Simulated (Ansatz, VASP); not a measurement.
# Two plane-wave programs on Ag

```xyz
2
Lattice="2.9300 0.0000 0.0000 -1.4650 2.6707 0.0000 0.0000 0.0000 4.7900" Properties=species:S:1:pos:R:3 pbc="T T T"
Ag    0.0000    1.7804    1.1975
Ag    1.4650    0.8902    3.5925
```

Change from the starting cell: strain +0.0525 x Voigt [0, 1, 0, 0, 0, 0], atoms carried along.

Alike in both runs: task single point; functional r2SCAN; k mesh 18 × 18 × 10; occupations gaussian, width 0.15 eV; no spin polarisation.

|  | VASP | Ansatz |
| --- | --- | --- |
| version | VASP 6.6.1 | Ansatz 0.2.0 |
| potentials or method | VASP PAW PBE potentials, release 64 (Ag), cutoff 520 eV | scalar-relativistic, plane waves, PAW |
| valence electrons in the cell | 22 | 38 |

Ansatz gave:

| Quantity | Value |
| --- | --- |
| gap on the k mesh at the Fermi level (eV) | none |
| pressure (GPa) | -6.2 |
| traceless stress, the component that is largest in VASP (GPa) | -1.92 |
| rms of the force components (eV/Å) | 0.028 |

Question: Estimate VASP's values.

Answer: gap on the k mesh at the Fermi level (eV): none; pressure (GPa): -6.2; traceless stress, the component that is largest in VASP (GPa): -1.94; rms of the force components (eV/Å): 0.028.

VASP's potentials were made for PBE, not for r2SCAN. Atom by atom the forces differ by 0.000 eV/Å (rms over components). A gap of «none» marks a metal or a gap that the smearing closes. VASP's potentials hold 22 valence electrons a cell and Ansatz's 38, so a difference there can come from the potentials and not from the codes.
